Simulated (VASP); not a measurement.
# LiF (I-4m2) in VASP: a series of runs

LiF is run at these levels: PBE, r2SCAN; tasks: single point.

Everything below comes from runs of VASP 6.6.1. Logs are shortened: lines on timing, memory, paths and dates and some standing lists are left out, and cuts for length are marked.

## (1) The cell of the first run

It takes space group I-4m2 (No. 119, tetragonal). Conventional cell: a = 3.033 Å, b = 3.033 Å, c = 4.532 Å, α = 90.00°, β = 90.00°, γ = 90.00°. Within 2.5 Å of Li (site symmetry -4m2) lie 4 F at 1.89 Å. Within 2.5 Å of F (site symmetry -4m2) lie 4 Li at 1.89 Å.

## (2) Single point, PBE (uniaxial x strain +5.7%)

Contents of INCAR:

```
SYSTEM = LiF
PREC = Accurate
ENCUT = 520
EDIFF = 1E-6
ISMEAR = -1
SIGMA = 0.02
LREAL = .FALSE.
LASPH = .TRUE.
NELM = 60
ALGO = Normal
ISIF = 2
LWAVE = .FALSE.
LCHARG = .FALSE.
GGA = PE
NBANDS = 12
```

Contents of KPOINTS:

```
regular mesh
0
G
  10 10 10
  0 0 0
```

Contents of POSCAR:

```
LiF
1.0
    0.0000000000      2.1446105390      2.1446105390
    2.2662099565      0.0000000000      2.1446105390
    2.2662099565      2.1446105390      0.0000000000
Li F
1 1
Direct
    0.0000000000      0.0000000000      0.0000000000
    0.2500000000      0.2500000000      0.2500000000
```

Potentials or basis: VASP PAW PBE potentials, release 64 (Li_sv, F).

Launch:

```sh
$ cat potpaw_PBE.64/Li_sv/POTCAR potpaw_PBE.64/F/POTCAR > POTCAR
$ mpirun -np 1 vasp_std > vasp.out
```

OUTCAR:

```text
SYSTEM = LiF
   PREC = Accurate
   ENCUT = 520
   EDIFF = 1E-6
   ISMEAR = -1
   LREAL = .FALSE.
   LASPH = .TRUE.
   NELM = 60
   ISIF = 2
   GGA = PE

 ion  position               nearest neighbor table
   1  0.000  0.000  0.000-   2 1.89   2 1.89   2 1.89   2 1.89
   2  0.250  0.250  0.250-   1 1.89   1 1.89   1 1.89   1 1.89

  LATTYP: Found a body centered tetragonal cell.
 ALAT       =     3.0329373103
 C/A-ratio  =     1.4943994713

  Lattice vectors:

 A1 = (   2.2662099565,   0.0000000000,   2.1446105390)
 A2 = (   2.2662099565,   0.0000000000,  -2.1446105390)
 A3 = (  -2.2662099565,   2.1446105390,   0.0000000000)

Analysis of symmetry for initial positions (statically):
=====================================================================
 Subroutine PRICEL returns:
 Original cell was already a primitive cell.

 Routine SETGRP: Setting up the symmetry group for a
 body centered tetragonal supercell.

 Subroutine GETGRP returns: Found  8 space group operations
 (whereof  8 operations were pure point group operations)
 out of a pool of 16 trial point group operations.

The static configuration has the point symmetry D_2d.

Analysis of symmetry for dynamics (positions and initial velocities):
=====================================================================
 Subroutine PRICEL returns:
 Original cell was already a primitive cell.

 Routine SETGRP: Setting up the symmetry group for a
 body centered tetragonal supercell.

 Subroutine GETGRP returns: Found  8 space group operations
 (whereof  8 operations were pure point group operations)
 out of a pool of 16 trial point group operations.

The dynamic configuration has the point symmetry D_2d.

 Subroutine INISYM returns: Found  8 space group operations
 (whereof  8 operations are pure point group operations),
 and found     1 'primitive' translations

----------------------------------------------------------------------------------------

                                     Primitive cell

  volume of cell :      20.8462

  direct lattice vectors                    reciprocal lattice vectors
     0.000000000  2.144610539  2.144610539    -0.220632691  0.233142564  0.233142564
     2.266209957  0.000000000  2.144610539     0.220632691 -0.233142564  0.233142564
     2.266209957  2.144610539  0.000000000     0.220632691  0.233142564 -0.233142564

  length of vectors
     3.032937310  3.120106077  3.120106077     0.396723700  0.396723700  0.396723700

  position of ions in fractional coordinates (direct lattice)
     0.000000000  0.000000000  0.000000000
     0.250000000  0.250000000  0.250000000

  ion indices of the primitive-cell ions
   primitive index   ion index
                 1           1
                 2           2

----------------------------------------------------------------------------------------

 KPOINTS: regular mesh

Automatic generation of k-mesh.
 Grid dimensions read from file:
 generate k-points for:   10   10   10

 Generating k-lattice:

  Cartesian coordinates                     Fractional coordinates (reciprocal lattice)
    -0.022063269  0.023314256  0.023314256     0.100000000  0.000000000  0.000000000
     0.022063269 -0.023314256  0.023314256     0.000000000  0.100000000  0.000000000
     0.022063269  0.023314256 -0.023314256     0.000000000  0.000000000  0.100000000

  Length of vectors
     0.039672370  0.039672370  0.039672370

  Shift w.r.t. Gamma in fractional coordinates (k-lattice)
     0.000000000  0.000000000  0.000000000

 Subroutine IBZKPT returns following result:
 ===========================================

 Found    102 irreducible k-points:

 Following reciprocal coordinates:
            Coordinates               Weight
  0.000000  0.000000  0.000000      1.000000
  0.100000 -0.000000 -0.000000      8.000000
  0.200000 -0.000000 -0.000000      8.000000
  0.300000  0.000000  0.000000      8.000000
  0.400000 -0.000000 -0.000000      8.000000
  0.500000  0.000000  0.000000      4.000000
[... 16 lines left out ...]
  0.300000  0.300000  0.000000      4.000000
  0.400000  0.300000 -0.000000     16.000000
 [... further k-points ...]
   k-points           NKPTS =    102   k-points in BZ     NKDIM =    102   number of bands    NBANDS=     12
   number of dos      NEDOS =    301   number of ions     NIONS =      2
   total plane-waves  NPLWV =  13824
   dimension x,y,z NGX =    24 NGY =   24 NGZ =   24
   dimension x,y,z NGXF=    48 NGYF=   48 NGZF=   48
   ions per type =               1   1
   NGX,Y,Z   is equivalent  to a cutoff of  13.16, 12.79, 12.79 a.u.
   NGXF,Y,Z  is equivalent  to a cutoff of  26.31, 25.58, 25.58 a.u.
 SYSTEM =  LiF
   PREC   = accura    normal or accurate (medium, high low for compatibility)
   ISTART =      0    job   : 0-new  1-cont  2-samecut
   ICHARG =      2    charge: 1-file 2-atom 10-const
   ISPIN  =      1    spin polarized calculation?
   LNONCOLLINEAR =      F non collinear calculations
[... 64 lines left out ...]
      3      -2.8325      2.00000
      4      -2.7320      2.00000
      5      -2.7320      2.00000
      6       4.8524      0.00000
      7      16.2549      0.00000
      8      16.2549      0.00000
      9      16.2860      0.00000
     10      23.7290      0.00000
     11      24.3999      0.00000
     12      25.0891      0.00000

 k-point     2 :       0.1000   -0.0000   -0.0000
  band No.  band energies     occupation
      1     -43.2715      2.00000
      2     -22.0076      2.00000
      3      -2.9818      2.00000
      4      -2.8198      2.00000
      5      -2.7503      2.00000
      6       5.1318      0.00000
      7      15.9673      0.00000
      8      16.3255      0.00000
      9      16.3407      0.00000
     10      22.4372      0.00000
     11      23.9464      0.00000
     12      24.0352      0.00000

 k-point     3 :       0.2000   -0.0000   -0.0000
  band No.  band energies     occupation
      1     -43.2641      2.00000
      2     -21.9662      2.00000
      3      -3.4777      2.00000
      4      -2.9054      2.00000
      5      -2.7975      2.00000
      6       5.8910      0.00000
      7      15.0952      0.00000
      8      16.2583      0.00000
      9      16.4950      0.00000
     10      21.8117      0.00000
     11      23.0093      0.00000
     12      23.1518      0.00000

 k-point     4 :       0.3000    0.0000    0.0000
  band No.  band energies     occupation
      1     -43.2549      2.00000
      2     -21.9135      2.00000
      3      -4.0443      2.00000
      4      -2.9979      2.00000
      5      -2.8542      2.00000
      6       6.9683      0.00000
      7      13.7837      0.00000
      8      15.9828      0.00000
      9      16.5174      0.00000
     10      21.9191      0.00000
     11      22.7666      0.00000
     12      23.1222      0.00000

 k-point     5 :       0.4000   -0.0000   -0.0000
  band No.  band energies     occupation
      1     -43.2475      2.00000
      2     -21.8698      2.00000
      3      -4.4692      2.00000
      4      -3.0702      2.00000
      5      -2.8987      2.00000
      6       8.1478      0.00000
      7      12.4245      0.00000
      8      15.6636      0.00000
      9      16.4008      0.00000
     10      22.2405      0.00000
     11      23.1064      0.00000
     12      23.2475      0.00000
[... 228 lines left out ...]
      1     -43.2447      2.00000
      2     -21.8552      2.00000
      3      -4.2417      2.00000
      4      -3.3300      2.00000
      5      -3.0594      2.00000
      6       8.3124      0.00000
      7      12.2045      0.00000
      8      15.7833      0.00000
      9      16.3007      0.00000
     10      20.8073      0.00000
     11      21.8615      0.00000
     12      26.6905      0.00000

 k-point    22 :      -0.2000    0.2000    0.0000
  band No.  band energies     occupation
      1     -43.2519      2.00000
      2     -21.8984      2.00000
      3      -3.9499      2.00000
      4      -3.2147      2.00000
      5      -2.9501      2.00000
      6       7.2425      0.00000
      7      13.5051      0.00000
      8      15.8120      0.00000
      9      16.6110      0.00000
     10      20.8706      0.00000
     11      21.3585      0.00000
     12      26.7408      0.00000

 k-point    23 :       0.3000    0.3000    0.0000
  band No.  band energies     occupation
      1     -43.2476      2.00000
      2     -21.8672      2.00000
      3      -3.7426      2.00000
      4      -3.3138      2.00000
      5      -3.2925      2.00000
      6       7.0073      0.00000
      7      14.9895      0.00000
      8      15.5283      0.00000
      9      16.2143      0.00000
     10      17.2190      0.00000
     11      24.6788      0.00000
     12      28.3171      0.00000

 k-point    24 :       0.4000    0.3000   -0.0000
  band No.  band energies     occupation
      1     -43.2416      2.00000
      2     -21.8318      2.00000
      3      -3.9743      2.00000
      4      -3.3886      2.00000
      5      -3.3804      2.00000
      6       7.5308      0.00000
      7      13.6137      0.00000
      8      15.6660      0.00000
      9      16.2847      0.00000
     10      17.7080      0.00000
     11      24.2520      0.00000
     12      27.7185      0.00000

 [... further k-points ...]
[... 5 lines left out ...]
  --------------------------------------------------------------------------------------
  -------------------------------------------------------------------------------------
  Total       -0.1716291      0.0022012      0.0022012      0.0000000      0.0000000      0.0000000
  in kB      -13.1909010      0.1691793      0.1691793      0.0000000      0.0000000      0.0000000
  external PRESSURE =      -4.2841808 kB  Pullay stress =       0.0000000 kB

 VOLUME and BASIS-vectors are now :
 -----------------------------------------------------------------------------
  energy-cutoff  :      520.00
  volume of cell :       20.85
      direct lattice vectors                 reciprocal lattice vectors
     0.000000000  2.144610539  2.144610539    -0.220632691  0.233142564  0.233142564
     2.266209957  0.000000000  2.144610539     0.220632691 -0.233142564  0.233142564
     2.266209957  2.144610539  0.000000000     0.220632691  0.233142564 -0.233142564

 POSITION                                       TOTAL-FORCE (eV/Angst)
 -----------------------------------------------------------------------------------
      0.00000      0.00000      0.00000         0.000000      0.000000      0.000000
      1.13310      1.07231      1.07231        -0.000000     -0.000000     -0.000000
 -----------------------------------------------------------------------------------
    total drift:                                0.000000      0.000000      0.000000

  FREE ENERGIE OF THE ION-ELECTRON SYSTEM (eV)
  ---------------------------------------------------
  free  energy   TOTEN  =        -9.6256739286 eV

  energy  without entropy=       -9.6256739286  energy(sigma->0) =       -9.62567393
```

Wall time 18 s (1 thread of AMD EPYC 7R43 (Zen 3), shared host); peak memory 0.11 GiB.

What came out:

- Free energy: -9.6257 eV
- Band gap on the k mesh: 7.58 eV, direct

Levels at points of the mesh, in eV from the valence-band top:
| k point | band 1 | band 2 | band 3 | band 4 | band 5 | band 6 | band 7 | band 8 | band 9 | band 10 |
| --- | --- | --- | --- | --- | --- | --- | --- | --- | --- | --- |
| (0.00, 0.00, 0.00) | -40.54 | -19.29 | -0.10 | 0.00 | 0.00 | 7.58 | 18.99 | 18.99 | 19.02 | 26.46 |
| (0.50, 0.00, 0.00) | -40.51 | -19.12 | -1.89 | -0.37 | -0.18 | 11.56 | 14.42 | 18.26 | 19.06 | 25.07 |
| (0.50, 0.50, 0.00) | -40.50 | -19.05 | -1.32 | -0.86 | -0.81 | 10.42 | 15.67 | 18.33 | 19.09 | 20.84 |
| (0.00, 0.50, 0.50) | -40.51 | -19.11 | -1.42 | -0.65 | -0.65 | 10.35 | 15.19 | 19.21 | 19.21 | 20.92 |

Caveat: the cell differs from its parent crystal (uniaxial x strain +5.7%); the cutoff is under 1.25 times the usual one of these potentials, so pressure, stress and relaxed cells hold a basis-set (Pulay) error.

## (3) Single point, r2SCAN (uniaxial z strain -1.1%)

Contents of POSCAR:

```
LiF
1.0
    0.0000000000      2.1446105390      2.1220921283
    2.1446105390      0.0000000000      2.1220921283
    2.1446105390      2.1446105390      0.0000000000
Li F
1 1
Direct
    0.0000000000      0.0000000000      0.0000000000
    0.2500000000      0.2500000000      0.2500000000
```

Contents of INCAR.step1:

```
PREC = Accurate
ENCUT = 520
ISMEAR = 0
SIGMA = 0.01
LREAL = False
LASPH = True
NELM = 80
NBANDS = 12
GGA = PE
ALGO = Normal
EDIFF = 1E-4
LWAVE = True
LCHARG = False
```

Contents of INCAR.step2:

```
PREC = Accurate
ENCUT = 520
EDIFF = 1E-6
ISMEAR = 0
SIGMA = 0.01
LREAL = False
LASPH = True
NELM = 80
ALGO = Normal
ISIF = 2
LWAVE = False
LCHARG = False
METAGGA = R2SCAN
LMIXTAU = True
NBANDS = 12
ISTART = 1
```

Contents of KPOINTS:

```
regular mesh
0
Gamma
  10 10 10
```

Potentials or basis: VASP PAW PBE potentials, release 64 (Li_sv, F).

Launch:

```sh
$ cat potpaw_PBE.64/Li_sv/POTCAR potpaw_PBE.64/F/POTCAR > POTCAR
$ cp INCAR.step1 INCAR
$ mpirun -np 1 vasp_std > vasp.out
$ cp INCAR.step2 INCAR
$ mpirun -np 1 vasp_std > vasp.out
```

Wall time 1.7 min (1 thread of AMD EPYC 7R43 (Zen 3), shared host); peak memory 0.11 GiB.

The run converged. Its results:

```
Free energy            : -11.8052 eV
Band gap on the k mesh : 8.80 eV, direct
```

Levels at points of the mesh, in eV from the valence-band top:
| k point | band 3 | band 4 | band 5 | band 6 | band 7 | band 8 |
| --- | --- | --- | --- | --- | --- | --- |
| (0.00, 0.00, 0.00) | -0.02 | -0.02 | 0.00 | 8.80 | 21.13 | 21.15 |
| (0.50, 0.00, 0.00) | -2.01 | -0.29 | -0.26 | 12.92 | 16.14 | 20.48 |
| (0.50, 0.50, 0.00) | -1.40 | -0.85 | -0.85 | 11.39 | 17.12 | 21.03 |
| (0.50, 0.00, 0.50) | -1.41 | -0.82 | -0.81 | 11.38 | 17.04 | 21.05 |

Caveat: the cell differs from its parent crystal (uniaxial z strain -1.1%); the cutoff is under 1.25 times the usual one of these potentials, so pressure, stress and relaxed cells hold a basis-set (Pulay) error; the PAW data sets were made with another functional, which shifts forces and pressure a little.

## (4) Single point, r2SCAN (epitaxial xy strain -2.0%)

Contents of POSCAR:

```
LiF
1.0
    0.0000000000      2.1008604840      2.2064371765
    2.1008604840      0.0000000000      2.2064371765
    2.1008604840      2.1008604840      0.0000000000
Li F
1 1
Direct
    0.0000000000      0.0000000000      0.0000000000
    0.2500000000      0.2500000000      0.2500000000
```

Contents of INCAR.step1:

```
SYSTEM = LiF
PREC = Accurate ; ENCUT = 520
ISMEAR = 0 ; SIGMA = 0.01
LREAL = .False. ; LASPH = .True.
NELM = 60 ; NBANDS = 12
GGA = PE ; ALGO = Normal
EDIFF = 1E-4 ; LWAVE = .True.
LCHARG = .False.
```

Contents of INCAR.step2:

```
SYSTEM = LiF
PREC = Accurate ; ENCUT = 520
EDIFF = 1E-6 ; ISMEAR = 0
SIGMA = 0.01 ; LREAL = .False.
LASPH = .True. ; NELM = 60
ALGO = Normal ; ISIF = 2
LWAVE = .False. ; LCHARG = .False.
METAGGA = R2SCAN ; LMIXTAU = .True.
NBANDS = 12 ; ISTART = 1
```

Contents of KPOINTS:

```
Automatic mesh
0
Gamma
  10 10 10
  0 0 0
```

Launch:

```sh
$ cat potpaw_PBE.64/Li_sv/POTCAR potpaw_PBE.64/F/POTCAR > POTCAR
$ cp INCAR.step1 INCAR
$ mpirun -np 1 vasp_std > vasp.out
$ cp INCAR.step2 INCAR
$ mpirun -np 1 vasp_std > vasp.out
```

Run time: 1.8 min. Hardware: 1 thread of AMD EPYC 7R43 (Zen 3), shared host; peak memory 0.11 GiB.

The run converged. Its results:

```yaml
Free_energy: -11.8019 eV
Band_gap_on_the_k_mesh: 8.79 eV, direct
```

Levels at points of the mesh, in eV from the valence-band top:
```tsv
k point	band 1	band 2	band 3	band 4	band 5	band 6	band 7	band 8	band 9	band 10
(0.00, 0.00, 0.00)	-41.44	-20.51	-0.09	0.00	0.00	8.79	21.13	21.13	21.19	28.51
(0.50, 0.00, 0.00)	-41.40	-20.34	-2.04	-0.38	-0.21	12.90	16.12	20.18	21.00	27.53
(0.50, 0.50, 0.00)	-41.39	-20.33	-1.49	-0.72	-0.72	11.35	16.79	21.44	21.44	23.59
(0.50, 0.00, 0.50)	-41.39	-20.27	-1.41	-0.93	-0.88	11.39	17.18	20.52	21.35	23.64
```

Caveat: the cell differs from its parent crystal (epitaxial xy strain -2.0%); the cutoff is under 1.25 times the usual one of these potentials, so pressure, stress and relaxed cells hold a basis-set (Pulay) error; the PAW data sets were made with another functional, which shifts forces and pressure a little. A k mesh can miss the band edges.

## (5) Single point, r2SCAN (uniaxial x strain +5.7%)

Contents of POSCAR:

```
LiF
1.0
    0.0000000000      2.1446105390      2.1446105390
    2.2662099565      0.0000000000      2.1446105390
    2.2662099565      2.1446105390      0.0000000000
Li F
1 1
Direct
    0.0000000000      0.0000000000      0.0000000000
    0.2500000000      0.2500000000      0.2500000000
```

Contents of INCAR.step1:

```
ALGO = Normal ; EDIFF = 1E-4
ENCUT = 520 ; GGA = PE
ISMEAR = 0 ; LASPH = True
LCHARG = False ; LREAL = False
LWAVE = True ; NBANDS = 12
NELM = 60 ; PREC = Accurate
SIGMA = 0.01
```

Contents of INCAR.step2:

```
ALGO = Normal ; EDIFF = 1E-7
ENCUT = 520 ; ISIF = 2
ISMEAR = 0 ; ISTART = 1
LASPH = True ; LCHARG = True
LELF = True ; LMIXTAU = True
LREAL = False ; LVHAR = True
LWAVE = False ; METAGGA = R2SCAN
NBANDS = 12 ; NELM = 60
PREC = Accurate ; SIGMA = 0.01
```

Contents of KPOINTS:

```
k-points
0
Gamma
  10 10 10
```

Launch:

```sh
$ cat potpaw_PBE.64/Li_sv/POTCAR potpaw_PBE.64/F/POTCAR > POTCAR
$ cp INCAR.step1 INCAR
$ mpirun -np 1 vasp_std > vasp.out
$ cp INCAR.step2 INCAR
$ mpirun -np 1 vasp_std > vasp.out
```

Wall time 1.8 min (1 thread of AMD EPYC 7R43 (Zen 3), shared host); peak memory 0.11 GiB.

The run converged. Its results:

```
Free energy            : -11.7938 eV
Band gap on the k mesh : 8.41 eV, direct
```

Levels at points of the mesh, in eV from the valence-band top:
| k point | band 1 | band 2 | band 3 | band 4 | band 5 | band 6 | band 7 | band 8 | band 9 | band 10 |
| --- | --- | --- | --- | --- | --- | --- | --- | --- | --- | --- |
| (0.00, 0.00, 0.00) | -41.66 | -20.41 | -0.10 | 0.00 | 0.00 | 8.41 | 20.53 | 20.53 | 20.59 | 27.48 |
| (0.50, 0.00, 0.00) | -41.63 | -20.25 | -1.86 | -0.36 | -0.18 | 12.44 | 15.48 | 19.58 | 20.45 | 26.46 |
| (0.50, 0.50, 0.00) | -41.62 | -20.19 | -1.29 | -0.85 | -0.81 | 11.16 | 16.65 | 19.69 | 20.56 | 22.65 |
| (0.00, 0.50, 0.50) | -41.62 | -20.25 | -1.38 | -0.64 | -0.64 | 11.10 | 16.19 | 20.68 | 20.68 | 22.67 |

Caveat: the cell differs from its parent crystal (uniaxial x strain +5.7%); the cutoff is under 1.25 times the usual one of these potentials, so pressure, stress and relaxed cells hold a basis-set (Pulay) error; the PAW data sets were made with another functional, which shifts forces and pressure a little. A k mesh can miss the band edges.

## (6) The runs side by side

```tsv
level	cell	smearing	gap on the mesh (eV)
PBE	a = 3.033, b = 3.120, c = 3.120 Å, angles 58.2, 60.9, 60.9°, 2 atoms	fermi-dirac 0.02 eV	7.58
r2SCAN	a = 3.017, b = 3.017, c = 3.033 Å, angles 59.8, 59.8, 60.3°, 2 atoms	gaussian 0.01 eV	8.80
r2SCAN	a = 3.047, b = 3.047, c = 2.971 Å, angles 60.8, 60.8, 58.4°, 2 atoms	gaussian 0.01 eV	8.79
r2SCAN	a = 3.033, b = 3.120, c = 3.120 Å, angles 58.2, 60.9, 60.9°, 2 atoms	gaussian 0.01 eV	8.41
```

Alike in all rows: task single point; potentials or basis VASP PAW PBE potentials, release 64 (Li_sv, F); no spin polarisation; k mesh 10 × 10 × 10; cutoff (eV) 520.

Caveats: the cutoff is under 1.25 times the usual one of these potentials, so pressure, stress and relaxed cells hold a basis-set (Pulay) error; the PAW data sets were made with another functional, which shifts forces and pressure a little (some runs).

Total energies depend on the potentials used, so only differences within one code and one set of settings carry meaning.
